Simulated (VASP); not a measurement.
# SrTiO3 (Cm) in VASP: single point with PBE

Aim: the single point of SrTiO3 with PBE.

Everything below comes from runs of VASP 6.6.1. Logs are shortened: lines on timing, memory, paths and dates and some standing lists are left out, and cuts for length are marked.

## (1) The cell of the first run

It takes space group Cm (No. 8, monoclinic). The conventional cell has a = 7.857 Å, b = 7.857 Å, c = 5.568 Å, α = 90.00°, β = 134.87°, γ = 90.00°. Within 3.5 Å of Sr (site symmetry m) lie 12 O at 2.67 to 2.91 Å and 8 Ti at 3.41 Å. Sr (site symmetry m) has 12 O at 2.52 to 3.05 Å and 8 Ti at 3.41 Å within 3.5 Å. Ti (site symmetry 1) has 6 O at 1.97 to 1.98 Å within 2.6 Å. Within 2.8 Å of O (site symmetry 1) lie 2 Ti at 1.97 Å and 7 O at 2.65 to 2.79 Å and 4 Sr at 2.78 Å. Within 3.1 Å of O (site symmetry m) lie 2 Ti at 1.98 Å and 4 Sr at 2.52 to 3.05 Å and 8 O at 2.65 to 2.93 Å. Within 3.0 Å of O (site symmetry 1) lie 2 Ti at 1.97 Å and 4 Sr at 2.67 to 2.91 Å and 8 O at 2.79 to 2.80 Å. Within 3.0 Å of O (site symmetry m) lie 2 Ti at 1.97 Å and 4 Sr at 2.67 to 2.91 Å and 8 O at 2.79 Å.

## (2) Single point, PBE (atom 7 (O) moved -0.200 Å along Cartesian [0 0 1])

The input, INCAR:

```
SYSTEM = SrTiO3
ALGO     = Normal         ! electronic algorithm
EDIFF    = 1E-7           ! SCF threshold, eV
ENCUT    = 520            ! plane-wave cutoff, eV
GGA      = PE             ! functional
ISIF     = 2              ! what is computed and relaxed
ISMEAR   = 0              ! smearing method
LASPH    = .TRUE.         ! aspherical terms in the spheres
LCHARG   = .FALSE.        ! write CHGCAR
LREAL    = .FALSE.        ! projectors in reciprocal space
LWAVE    = .FALSE.        ! write WAVECAR
NBANDS   = 51             ! bands
NELM     = 80             ! most SCF steps
PREC     = Accurate       ! precision mode
SIGMA    = 0.05           ! smearing width, eV
```

The input, KPOINTS:

```
k-points
0
G
  8 8 8
  0 0 0
```

The input, POSCAR:

```
SrTiO3
1.0
   -2.7777137596      2.7777137596      3.9464442078
    2.7777137596     -2.7777137596      3.9464442078
    2.7777137596      2.7777137596     -3.9464442078
Sr Ti O
2 2 6
Direct
    0.7500000000      0.2500000000      0.5000000000
    0.2500000000      0.7500000000      0.5000000000
    0.0000000000      0.0000000000      0.0000000000
    0.5000000000      0.5000000000      0.0000000000
    0.2500000000      0.2500000000      0.0000000000
    0.7500000000      0.7500000000      0.0000000000
    0.7028556945      0.2028556945      0.9563899212
    0.2281949606      0.2718050394      0.5000000000
    0.2718050394      0.7718050394      0.0436100788
    0.7718050394      0.7281949606      0.5000000000
```

Potentials or basis: VASP PAW PBE potentials, release 64 (Sr_sv, Ti_sv, O).

On the command line:

```console
$ cat potpaw_PBE.64/Sr_sv/POTCAR potpaw_PBE.64/Ti_sv/POTCAR potpaw_PBE.64/O/POTCAR > POTCAR
$ mpirun -np 1 vasp_std > vasp.out
```

OUTCAR:

```text
SYSTEM = SrTiO3
   EDIFF = 1E-7
   ENCUT = 520
   GGA = PE
   ISIF = 2
   ISMEAR = 0
   LASPH = .TRUE.
   LREAL = .FALSE.
   NELM = 80
   PREC = Accurate

 ion  position               nearest neighbor table
   1  0.750  0.250  0.500-   8 2.67   9 2.67  10 2.67   7 2.78   5 2.78   6 2.78   6 2.78   5 2.78
                             7 2.82   9 2.91   8 2.91  10 2.91   4 3.41   3 3.41   4 3.41   4 3.41
   2  0.250  0.750  0.500-   7 2.52   8 2.67  10 2.67   9 2.67   5 2.78   6 2.78   5 2.78   6 2.78
                            10 2.91   8 2.91   9 2.91   7 3.05   4 3.41   3 3.41   4 3.41   3 3.41
   3  0.000  0.000  0.000-   9 1.97   8 1.97  10 1.97   6 1.97   5 1.97   7 1.98   1 3.41   2 3.41
                             1 3.41   1 3.41   2 3.41   2 3.41   1 3.41   2 3.41
   4  0.500  0.500  0.000-   9 1.97  10 1.97   8 1.97   6 1.97   5 1.97   7 1.98   1 3.41   2 3.41
                             2 3.41   1 3.41   2 3.41   1 3.41   2 3.41   1 3.41
   5  0.250  0.250  0.000-   3 1.97   4 1.97   1 2.78   2 2.78   2 2.78   1 2.78
   6  0.750  0.750  0.000-   3 1.97   4 1.97   1 2.78   2 2.78   1 2.78   2 2.78
   7  0.703  0.203  0.956-   3 1.98   4 1.98   2 2.52   1 2.78   1 2.82   2 3.05
   8  0.228  0.272  0.500-   4 1.97   3 1.97   1 2.67   2 2.67   1 2.91   2 2.91
   9  0.272  0.772  0.044-   3 1.97   4 1.97   1 2.67   2 2.67   1 2.91   2 2.91
  10  0.772  0.728  0.500-   3 1.97   4 1.97   1 2.67   2 2.67   1 2.91   2 2.91

  LATTYP: Found a body centered tetragonal cell.
 ALAT       =     5.5554275192
 C/A-ratio  =     1.4207526582

  Lattice vectors:

 A1 = (  -2.7777137596,   2.7777137596,   3.9464442078)
 A2 = (   2.7777137596,  -2.7777137596,   3.9464442078)
 A3 = (   2.7777137596,   2.7777137596,  -3.9464442078)

Analysis of symmetry for initial positions (statically):
=====================================================================
 Subroutine PRICEL returns:
 Original cell was already a primitive cell.

 Routine SETGRP: Setting up the symmetry group for a
 body centered tetragonal supercell.

 Subroutine GETGRP returns: Found  2 space group operations
 (whereof  1 operations were pure point group operations)
 out of a pool of 16 trial point group operations.

The static configuration has the point symmetry C_1 .
 The point group associated with its full space group is C_1h.

Analysis of symmetry for dynamics (positions and initial velocities):
=====================================================================
 Subroutine PRICEL returns:
 Original cell was already a primitive cell.

 Routine SETGRP: Setting up the symmetry group for a
 body centered tetragonal supercell.

 Subroutine GETGRP returns: Found  2 space group operations
 (whereof  1 operations were pure point group operations)
 out of a pool of 16 trial point group operations.

The dynamic configuration has the point symmetry C_1 .
 The point group associated with its full space group is C_1h.

 Subroutine INISYM returns: Found  2 space group operations
 (whereof  1 operations are pure point group operations),
 and found     1 'primitive' translations

----------------------------------------------------------------------------------------

                                     Primitive cell

  volume of cell :     121.7982

  direct lattice vectors                    reciprocal lattice vectors
    -2.777713760  2.777713760  3.946444208     0.000000000  0.180004148  0.126696331
     2.777713760 -2.777713760  3.946444208     0.180004148  0.000000000  0.126696331
     2.777713760  2.777713760 -3.946444208     0.180004148  0.180004148  0.000000000

  length of vectors
     5.568286033  5.568286033  5.568286033     0.220121452  0.220121452  0.254564308

  position of ions in fractional coordinates (direct lattice)
     0.750000000  0.250000000  0.500000000
     0.250000000  0.750000000  0.500000000
     0.000000000  0.000000000  0.000000000
     0.500000000  0.500000000  0.000000000
     0.250000000  0.250000000  0.000000000
     0.750000000  0.750000000  0.000000000
     0.702855695  0.202855695  0.956389921
     0.228194961  0.271805039  0.500000000
     0.271805039  0.771805039  0.043610079
     0.771805039  0.728194961  0.500000000

  ion indices of the primitive-cell ions
   primitive index   ion index
                 1           1
                 2           2
                 3           3
                 4           4
                 5           5
                 6           6
                 7           7
                 8           8
                 9           9
                10          10

----------------------------------------------------------------------------------------

 KPOINTS: k-points

Automatic generation of k-mesh.
 Grid dimensions read from file:
 generate k-points for:    8    8    8

 Generating k-lattice:

  Cartesian coordinates                     Fractional coordinates (reciprocal lattice)
     0.000000000  0.022500519  0.015837041     0.125000000 -0.000000000  0.000000000
     0.022500519  0.000000000  0.015837041    -0.000000000  0.125000000  0.000000000
     0.022500519  0.022500519  0.000000000     0.000000000  0.000000000  0.125000000

  Length of vectors
     0.027515182  0.027515182  0.031820539

  Shift w.r.t. Gamma in fractional coordinates (k-lattice)
     0.000000000  0.000000000  0.000000000

 Subroutine IBZKPT returns following result:
 ===========================================

 Found    150 irreducible k-points:

 Following reciprocal coordinates:
            Coordinates               Weight
  0.000000  0.000000  0.000000      1.000000
  0.125000 -0.000000  0.000000      4.000000
 -0.000000  0.125000 -0.125000      4.000000
  0.250000 -0.000000  0.000000      4.000000
 -0.000000  0.250000 -0.250000      4.000000
  0.375000 -0.000000  0.000000      4.000000
[... 16 lines left out ...]
  0.125000  0.500000  0.375000      4.000000
 -0.375000  0.000000  0.500000      4.000000
 [... further k-points ...]
   k-points           NKPTS =    150   k-points in BZ     NKDIM =    150   number of bands    NBANDS=     51
   number of dos      NEDOS =    301   number of ions     NIONS =     10
   total plane-waves  NPLWV =  74088
   dimension x,y,z NGX =    42 NGY =   42 NGZ =   42
   dimension x,y,z NGXF=    84 NGYF=   84 NGZF=   84
   ions per type =               2   2   6
   NGX,Y,Z   is equivalent  to a cutoff of  12.54, 12.54, 12.54 a.u.
   NGXF,Y,Z  is equivalent  to a cutoff of  25.08, 25.08, 25.08 a.u.
 SYSTEM =  SrTiO3
   PREC   = accura    normal or accurate (medium, high low for compatibility)
   ISTART =      0    job   : 0-new  1-cont  2-samecut
   ICHARG =      2    charge: 1-file 2-atom 10-const
   ISPIN  =      1    spin polarized calculation?
   LNONCOLLINEAR =      F non collinear calculations
   LSORBIT =      F    spin-orbit coupling
   LASPH  =      T    aspherical Exc in radial PAW
   ENCUT  =  520.0 eV  38.22 Ry    6.18 a.u.  10.35 10.35 10.35*2*pi/ulx,y,z
   NELM   =     80;   NELMIN=  2; NELMDL= -5     # of ELM steps
   EDIFF  = 0.1E-06   stopping-criterion for ELM
   LREAL  =      F    real-space projection
   EDIFFG = 0.1E-05   stopping-criterion for IOM
   NSW    =      0    number of steps for IOM
   IBRION =     -1    ionic relax: 0-MD 1-quasi-New 2-CG
   NFREE  =      0    steps in history (QN), initial steepest desc. (CG)
   ISIF   =      2    stress and relaxation
   ISYM   =      2    0-nonsym 1-usesym 2-fastsym
   POTIM  = 0.5000    time-step for ionic-motion
   TEBEG  =    0.0;   TEEND  =   0.0 temperature during run
   PSTRESS=    0.0 pullay stress
   NELECT =      80.0000    total number of electrons
   NUPDOWN=      -1.0000    fix difference up-down
   EMIN   =  10.00;   EMAX   =-10.00  energy-range for DOS
   EFERMI =   0.00;   METHOD = LEGACY
   ISMEAR =     0;   SIGMA  =   0.05  broadening in eV -4-tet -1-fermi 0-gaus
   EFERMI_NEDOS =   21; number of points for ismear=-14 and -15
   IALGO  =     38    algorithm
   IMIX   =      4    mixing-type and parameters
     AMIX     =   0.40;   BMIX     =  1.00
     AMIX_MAG =   1.60;   BMIX_MAG =  1.00
  volume/ion in A,a.u.               =      12.18        82.19
  Fermi-wavevector in a.u.,A,eV,Ry     =   1.423064  2.689202 27.553320  2.025112
  Thomas-Fermi vector in A             =   2.543702
   LORBIT       =      0    0 simple, 1 ext, 2 COOP (PROOUT), +10 PAW based schemes
   GGA     = PE    functional components
   LHFCALC =     F    Hartree Fock is set to
   AEXX    =    0.0000 exact exchange contribution
   IVDW    =     0    specifies the selected vdW correction
   LEPSILON=     F    determine dielectric tensor
   LRPA    =     F    only Hartree local field effects (RPA)
 non-spin polarized calculation
 Gauss-broadening in eV      SIGMA  =   0.05
  energy-cutoff  :      520.00
  volume of cell :      121.80
 maximum number of plane-waves:      3295
 NGX is ok and might be reduce to    42
   NGX = 21   NGY = 21   NGZ = 21

 number of electron      80.0000029 magnetization

 Free energy of the ion-electron system (eV)
  ---------------------------------------------------
  ext. energy  EPLUGINS =         0.00000000
  ---------------------------------------------------
  free energy    TOTEN  =       -80.11153397 eV

  energy without entropy =      -80.11153397  energy(sigma->0) =      -80.11153397

 E-fermi :   4.1026     XC(G=0): -11.1528

 val. band max:        3.8929898743   @ k =   0.0000   0.0000   0.0000
 cond. band min:       5.7916369016   @ k =   0.0000   0.0000   0.0000
 fundamental gap:      1.8986470272
 Fermi energy:         4.1026304228

 k-point     1 :       0.0000    0.0000    0.0000
  band No.  band energies     occupation
      1     -52.6397      2.00000
      2     -52.6357      2.00000
      3     -28.9250      2.00000
      4     -28.9248      2.00000
      5     -28.9208      2.00000
      6     -28.8680      2.00000
[... 43 lines left out ...]
     50       9.6695      0.00000
     51      10.0533      0.00000
[... 1240 lines left out ...]
     50      10.7555      0.00000
     51      11.2193      0.00000

 [... further k-points ...]

------------------------ aborting loop because EDIFF is reached ----------------------------------------

  FORCE on cell =-STRESS in cart. coord.  units (eV):
  Direction    XX          YY          ZZ          XY          YZ          ZX
  --------------------------------------------------------------------------------------
  -------------------------------------------------------------------------------------
  Total        0.4591272      0.4591272      0.5916122      0.1096342      0.1573663      0.1573663
  in kB        6.0395239      6.0395239      7.7822781      1.4421679      2.0700532      2.0700531
  external PRESSURE =       6.6204420 kB  Pullay stress =       0.0000000 kB

 VOLUME and BASIS-vectors are now :
 -----------------------------------------------------------------------------
  energy-cutoff  :      520.00
  volume of cell :      121.80
      direct lattice vectors                 reciprocal lattice vectors
    -2.777713760  2.777713760  3.946444208     0.000000000  0.180004148  0.126696331
     2.777713760 -2.777713760  3.946444208     0.180004148  0.000000000  0.126696331
     2.777713760  2.777713760 -3.946444208     0.180004148  0.180004148  0.000000000

 POSITION                                       TOTAL-FORCE (eV/Angst)
 -----------------------------------------------------------------------------------
      0.00000      2.77771      1.97322        -0.072827     -0.072827      0.021769
      2.77771      0.00000      1.97322         0.017397      0.017397     -0.050050
      0.00000      0.00000      0.00000         0.021087     -0.021789     -0.009131
      0.00000      0.00000      3.94644        -0.021789      0.021087     -0.009131
      0.00000      0.00000      1.97322         0.379353     -0.375644     -0.524144
      0.00000      0.00000      5.91967        -0.375644      0.379353     -0.524144
      1.26772      4.04543     -0.20000         0.061143      0.061143      1.034018
      1.50999      1.26772      0.00000        -0.009936      0.008658      0.076253
      1.50999     -1.26772      3.94644        -0.007440     -0.007440     -0.091693
      1.26772      1.50999      3.94644         0.008658     -0.009936      0.076253
 -----------------------------------------------------------------------------------
    total drift:                                0.000014      0.000014      0.000196

  FREE ENERGIE OF THE ION-ELECTRON SYSTEM (eV)
  ---------------------------------------------------
  free  energy   TOTEN  =       -80.1115339730 eV

  energy  without entropy=      -80.1115339730  energy(sigma->0) =      -80.11153397
```

Wall time 41 min (1 thread of Oxide Virtual Turin-like, shared host); peak memory 0.77 GiB.

Results:

```
Free energy            : -80.1115 eV
Pressure               : 0.7 GPa
Largest force          : 1.038 eV/Å
Band gap on the k mesh : 1.90 eV
```

Forces on the atoms (eV/Å):
```
Sr  -0.073 -0.073  0.022
Sr   0.017  0.017 -0.050
Ti   0.021 -0.022 -0.009
Ti  -0.022  0.021 -0.009
O    0.379 -0.376 -0.524
O   -0.376  0.379 -0.524
O    0.061  0.061  1.034
O   -0.010  0.009  0.076
O   -0.007 -0.007 -0.092
O    0.009 -0.010  0.076
```

Caveat: the cell differs from its parent crystal (atom 7 (O) moved -0.200 Å along Cartesian [0 0 1]); forces of over 1 eV/Å act on the atoms, so gaps and moduli don't describe the material at rest. A k mesh can miss the band edges.
